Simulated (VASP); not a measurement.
# Si2C (P-3m1) in VASP: notebook, part 3 of 3

VASP 6.6.1.

### 5 Relaxation of cell and atoms, PBE

This run uses another cell than the first one, of 14.40 Å³/atom, 1.335 times its volume.

Contents of INCAR:

```
SYSTEM = Si2C
  PREC = Accurate
  ENCUT = 600
  EDIFF = 1E-7
  ISMEAR = 0
  SIGMA = 0.1
  LREAL = .False.
  LASPH = .True.
  NELM = 80
  ALGO = Normal
  ISIF = 3
  LWAVE = .False.
  LCHARG = .False.
  GGA = PE
  IBRION = 2
  NSW = 90
  EDIFFG = -0.04
```

Contents of KPOINTS:

```
regular mesh
0
Gamma
  6 6 4
  0 0 0
```

Contents of POSCAR:

```
Si2C
1.0
    2.7309466400      0.0000000000      0.0000000000
   -1.3654733200      2.3650691600      0.0000000000
    0.0000000000      0.0000000000      6.6894257700
Si C
2 1
Direct
    0.3333333300      0.6666666700      0.6666666700
    0.6666666700      0.3333333300      0.3333333300
    0.0000000000      0.0000000000      0.0000000000
```

Potentials or basis: VASP PAW PBE potentials, release 64 (Si, C).

Launch:

```console
$ cat potpaw_PBE.64/Si/POTCAR potpaw_PBE.64/C/POTCAR > POTCAR
$ mpirun -np 1 vasp_std > vasp.out
```

OUTCAR:

```text
SYSTEM = Si2C
   PREC = Accurate
   ENCUT = 600
   EDIFF = 1E-7
   ISMEAR = 0
   LREAL = .False.
   LASPH = .True.
   NELM = 80
   ISIF = 3
   GGA = PE
   IBRION = 2
   NSW = 90
   EDIFFG = -0.04

 ion  position               nearest neighbor table
   1  0.333  0.667  0.667-   2 2.73   2 2.73   2 2.73
   2  0.667  0.333  0.333-   1 2.73   1 2.73   1 2.73
   3  0.000  0.000  0.000-

  LATTYP: Found a hexagonal cell.
 ALAT       =     2.7309466400
 C/A-ratio  =     2.4494897381

  Lattice vectors:

 A1 = (   2.7309466400,   0.0000000000,   0.0000000000)
 A2 = (  -1.3654733200,   2.3650691600,   0.0000000000)
 A3 = (   0.0000000000,   0.0000000000,   6.6894257700)

Analysis of symmetry for initial positions (statically):
=====================================================================
 Subroutine PRICEL returns:
 Original cell was already a primitive cell.

 Routine SETGRP: Setting up the symmetry group for a
 hexagonal supercell.

 Subroutine GETGRP returns: Found 12 space group operations
 (whereof 12 operations were pure point group operations)
 out of a pool of 24 trial point group operations.

The static configuration has the point symmetry D_3d.

Analysis of symmetry for dynamics (positions and initial velocities):
=====================================================================
 Subroutine PRICEL returns:
 Original cell was already a primitive cell.

 Routine SETGRP: Setting up the symmetry group for a
 hexagonal supercell.

 Subroutine GETGRP returns: Found 12 space group operations
 (whereof 12 operations were pure point group operations)
 out of a pool of 24 trial point group operations.

The dynamic configuration has the point symmetry D_3d.

 Subroutine INISYM returns: Found 12 space group operations
 (whereof 12 operations are pure point group operations),
 and found     1 'primitive' translations

----------------------------------------------------------------------------------------

                                     Primitive cell

[... 139 lines left out ...]
  free energy    TOTEN  =       -13.92766549 eV

  energy without entropy =      -13.91626872  energy(sigma->0) =      -13.92196710

------------------------ aborting loop because EDIFF is reached ----------------------------------------

  FORCE on cell =-STRESS in cart. coord.  units (eV):
  Direction    XX          YY          ZZ          XY          YZ          ZX
  --------------------------------------------------------------------------------------
  -------------------------------------------------------------------------------------
  Total       -2.3520918     -2.3520918     -4.9558068     -0.0000000      0.0000000      0.0000000
  in kB      -87.2205759    -87.2205754   -183.7718755     -0.0000000      0.0000000      0.0000000
  external PRESSURE =    -119.4043423 kB  Pullay stress =       0.0000000 kB
[... 92 lines left out ...]
  FREE ENERGIE OF THE ION-ELECTRON SYSTEM (eV)
  ---------------------------------------------------
  free  energy   TOTEN  =       -12.8444961389 eV

  energy  without entropy=      -12.8440307571  energy(sigma->0) =      -12.84426345

 E-fermi :   9.8282     XC(G=0): -11.3970

 val. band max:        9.7814185453   @ k =   0.5000   0.0000   0.5000
 cond. band min:       9.8937659693   @ k =  -0.1667   0.5000   0.2500
 fundamental gap:      0.1123474240
 Fermi energy:         9.8282064967

 k-point     1 :       0.0000    0.0000    0.0000
  band No.  band energies     occupation
      1      -6.6004      2.00000
      2       0.1745      2.00000
      3       0.9902      2.00000
      4       9.0183      2.00000
      5       9.0183      2.00000
      6      14.1165      0.00000
      7      14.9801      0.00000
      8      14.9801      0.00000
      9      15.2462      0.00000
     10      19.6346      0.00000
[... 287 lines left out ...]
 k-point    24 :       0.3333    0.3333    0.5000
  band No.  band energies     occupation
      1      -1.5628      2.00000
      2       1.7334      2.00000
      3       1.7334      2.00000
      4       3.6217      2.00000
      5       4.6792      2.00000
      6       4.6792      2.00000
      7      12.4866      0.00000
      8      14.4565      0.00000
      9      14.4565      0.00000
     10      15.1152      0.00000

[... ionic steps 4 to 23 ...]

--------------------------------------- Ionic step       24  -------------------------------------------

 number of electron      11.9999999 magnetization

------------------------ aborting loop because EDIFF is reached ----------------------------------------
[... 69 lines left out ...]
--------------------------------------- Ionic step       26  -------------------------------------------

 number of electron      12.0000000 magnetization

 Free energy of the ion-electron system (eV)
  ---------------------------------------------------
  ext. energy  EPLUGINS =         0.00000000
  ---------------------------------------------------
  free energy    TOTEN  =       -18.19723733 eV

  energy without entropy =      -18.19173669  energy(sigma->0) =      -18.19448701

 E-fermi :  11.4295     XC(G=0): -11.8193

 val. band max:       11.3420555008   @ k =  -0.1667   0.5000   0.2500
 cond. band min:      11.4906857610   @ k =   0.3333   0.1667   0.2500
 fundamental gap:      0.1486302601
 Fermi energy:        11.4294582592

 k-point     1 :       0.0000    0.0000    0.0000
  band No.  band energies     occupation
      1      -6.0492      2.00000
      2       2.1367      2.00000
      3       2.1802      2.00000
      4       9.5889      2.00000
      5       9.5889      2.00000
      6      15.1963      0.00000
      7      15.1963      0.00000
      8      15.9637      0.00000
      9      17.7352      0.00000
     10      19.7375      0.00000
[... 327 lines left out ...]
  FREE ENERGIE OF THE ION-ELECTRON SYSTEM (eV)
  ---------------------------------------------------
  free  energy   TOTEN  =       -18.1972373323 eV

  energy  without entropy=      -18.1917366880  energy(sigma->0) =      -18.19448701

 reached required accuracy - stopping structural energy minimisation
```

OSZICAR:

```text
N       E                     dE             d eps       ncg     rms          rms(c)
DAV:   1     0.157112660239E+02    0.15711E+02   -0.54774E+03   480   0.115E+03
DAV:   2    -0.123707671202E+02   -0.28082E+02   -0.26762E+02   682   0.123E+02
DAV:   3    -0.139920618271E+02   -0.16213E+01   -0.15185E+01   708   0.245E+01
[... 280 lines left out ...]
DAV:   3    -0.181972693375E+02    0.13270E-03   -0.26445E-04   596   0.129E-01    0.313E-02
DAV:   4    -0.181972379251E+02    0.31412E-04   -0.41831E-05   544   0.414E-02    0.102E-02
DAV:   5    -0.181972368894E+02    0.10358E-05   -0.56495E-06   546   0.175E-02    0.859E-03
DAV:   6    -0.181972373784E+02   -0.48905E-06   -0.33080E-07   518   0.510E-03    0.145E-03
DAV:   7    -0.181972373323E+02    0.46089E-07   -0.13955E-07   258   0.246E-03
  26 F= -.18197237E+02 E0= -.18194487E+02  d E =-.962772E-02
```

CONTCAR:

```text
Si2C
   1.00000000000000
     2.9652368308601109    0.0000000000000000   -0.0000000000000000
    -1.4826184154300555    2.5679704161180839   -0.0000000000000000
    -0.0000000000000000    0.0000000000000001    4.2490048582786590
  Si              C
     2     1
Direct
     0.3333333300000021    0.6666666699999979    0.7246609522971754
     0.6666666699999979    0.3333333300000021    0.2753390477028245
     0.0000000000000000    0.0000000000000000    0.0000000000000000

  0.00000000E+00  0.00000000E+00  0.00000000E+00
  0.00000000E+00  0.00000000E+00  0.00000000E+00
  0.00000000E+00  0.00000000E+00  0.00000000E+00
```

It took 2 min on 1 thread of Intel Xeon Platinum 8559C (Emerald Rapids), shared host; peak memory 0.18 GiB.

Results:

| Quantity | Value |
| --- | --- |
| Free energy | -18.1972 eV |
| Relaxed volume | 10.78 Å³/atom |
| Relaxed cell | a = 2.965 Å, b = 2.965 Å, c = 4.249 Å, α = 90.00°, β = 90.00°, γ = 120.00° |
| Space group after relaxing (to 0.05 Å) | P-3m1 (No. 164) |
| Energy gained by relaxing | 1423.2 meV/atom |
| Ionic steps | 26 |
| Pressure after relaxing | 0.0 GPa |
| Largest force after relaxing | 0.008 eV/Å |
| Band gap on the k mesh | zero (band 6 reaches 15.41 eV, above the bottom of band 7 at 9.35 eV) |

Forces in eV/Å, atoms in the order of the input:
```
Si   0.000  0.000 -0.008
Si   0.000  0.000  0.008
C    0.000  0.000  0.000
```

Stress tensor (GPa, compression positive):
```
 0.28  0.00  0.00
 0.00  0.28  0.00
 0.00  0.00 -0.56
```

The path:
```tsv
step	energy change (eV)	largest force (eV/Å)	pressure (GPa)	volume (Å³)
1	0.0000	1.7949	-11.94	43.21
2	-0.8480	2.3852	-6.57	36.81
3	1.0832	0.4856	151.13	21.20
4	-0.8963	2.4154	1.83	33.20
5	-0.9606	2.2334	34.66	27.31
6	-1.0566	2.5580	15.81	29.90
7	-1.5019	2.4250	18.94	29.22
8	-2.5982	1.2675	50.14	26.97
9	-2.8266	2.6977	48.89	27.36
10	-2.8400	3.2087	48.79	27.45
11	-3.1335	2.6555	38.87	28.21
12	-3.7101	1.0855	16.85	30.58
13	-3.9491	0.9001	-8.44	35.68
14	-3.9814	0.5538	-4.28	34.47
15	-3.9827	0.4714	-3.34	34.23
16	-4.0269	0.1696	-2.93	34.23
17	-4.0932	0.8534	-3.37	34.20
18	-4.0821	1.7078	0.07	34.04
19	-4.1104	1.6300	-1.38	34.12
20	-4.1503	1.5015	-2.10	34.01
21	-4.1735	1.1122	-2.47	33.86
22	-4.2210	0.8462	-3.09	33.62
23	-4.2469	0.5822	-3.56	32.91
24	-4.2599	0.0334	-3.49	33.18
25	-4.2679	0.0062	-1.47	32.69
26	-4.2696	0.0079	0.00	32.35
```

Final structure:
```
CELL_PARAMETERS angstrom
2.96524 0.00000 0.00000
-1.48262 2.56797 0.00000
0.00000 0.00000 4.24900
ATOMIC_POSITIONS crystal
Si 0.33333 0.66667 0.72466
Si 0.66667 0.33333 0.27534
C 0.00000 0.00000 0.00000
```

Levels at points of the mesh, in eV from the Fermi level:
```tsv
k point	band 4	band 5	band 6	band 7	band 8	band 9
(0.00, 0.00, 0.00)	-1.84	-1.84	3.77	3.77	4.53	6.31
(0.50, 0.00, 0.00)	-4.57	-4.25	-4.18	-2.08	1.35	4.14
(0.00, 0.00, 0.50)	-1.69	-1.69	1.31	5.08	5.25	5.25
(0.50, 0.00, 0.50)	-8.15	-3.91	-0.21	0.99	1.46	5.71
```

Caveat: the k points lie up to 0.41 Å⁻¹ apart in the final cell; the volume moved by over 15 % at a fixed basis, so the end points are rough.

### 6 Overview

```csv
task,spin,cell,cutoff (eV),gap on the mesh (eV),pressure (GPa),largest force (eV/Å)
single point,off,"a = 2.967, b = 2.967, c = 4.245 Å, angles 90.0, 90.0, 120.0°, 3 atoms",520,none,0.1,0.03
single point,off,"a = 2.731, b = 2.731, c = 6.689 Å, angles 90.0, 90.0, 120.0°, 3 atoms",520,none,-11.9,1.80
single point,"collinear, ferromagnetic start","a = 2.967, b = 2.967, c = 4.245 Å, angles 90.0, 90.0, 120.0°, 3 atoms",520,none,0.1,0.03
relaxation of cell and atoms,off,"relaxed from a = 2.731, b = 2.731, c = 6.689 Å, angles 90.0, 90.0, 120.0°, 3 atoms",600,none,0.0,0.01
```

Alike in all rows: level PBE; potentials or basis VASP PAW PBE potentials, release 64 (Si, C); k mesh 6 × 6 × 4; smearing gaussian 0.1 eV.

Caveats: all runs use coarse meshes; forces of over 1 eV/Å act on the atoms, so gaps and moduli don't describe the material at rest (some runs); the volume moved by over 15 % at a fixed basis, so the end points are rough (some runs).

Total energies depend on the potentials used, so only differences within one code and one set of settings carry meaning.
